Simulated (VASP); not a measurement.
A run of VASP 6.6.1:

The input INCAR:

```
SYSTEM = TiW2
  ALGO = Normal
  EDIFF = 1E-6
  ENCUT = 520
  GGA = PE
  ISIF = 2
  ISMEAR = 0
  ISPIN = 2
  LASPH = .True.
  LCHARG = .False.
  LMAXMIX = 4
  LORBIT = 11
  LREAL = .False.
  LWAVE = .False.
  MAGMOM = 1 0 0
  NBANDS = 31
  NELM = 150
  PREC = Accurate
  SIGMA = 0.1
```

KPOINTS

```
k-points
0
Gamma
  6 6 6
  0 0 0
```

Contents of POSCAR:

```
TiW2
1.0
    4.4873307611      0.0000000000      0.0000000000
   -2.2436653806      3.8861424343      0.0000000000
    0.0000000000      0.0000000000      2.7730956068
Ti W
1 2
Direct
    0.0000000000      0.0000000000      0.0000000000
    0.3333333333      0.6666666667      0.3526871292
    0.6666666667      0.3333333333      0.6473128708
```

Potentials or basis: VASP PAW PBE potentials, release 64 (Ti_sv, W_sv).

Command:

```sh
$ cat potpaw_PBE.64/Ti_sv/POTCAR potpaw_PBE.64/W_sv/POTCAR > POTCAR
$ mpirun -np 1 vasp_std > vasp.out
```

Hardware: 1 thread of Intel(R) Xeon(R) Platinum 8259CL CPU @ 2.50GHz (Skylake/Cascade Lake) (shared host).

Question: How long does it take, and how much memory?

Answer: It took 89 s on 1 thread of Intel(R) Xeon(R) Platinum 8259CL CPU @ 2.50GHz (Skylake/Cascade Lake) (shared host), peak memory 0.25 GiB. Counts: scf iterations 15, k points 34.
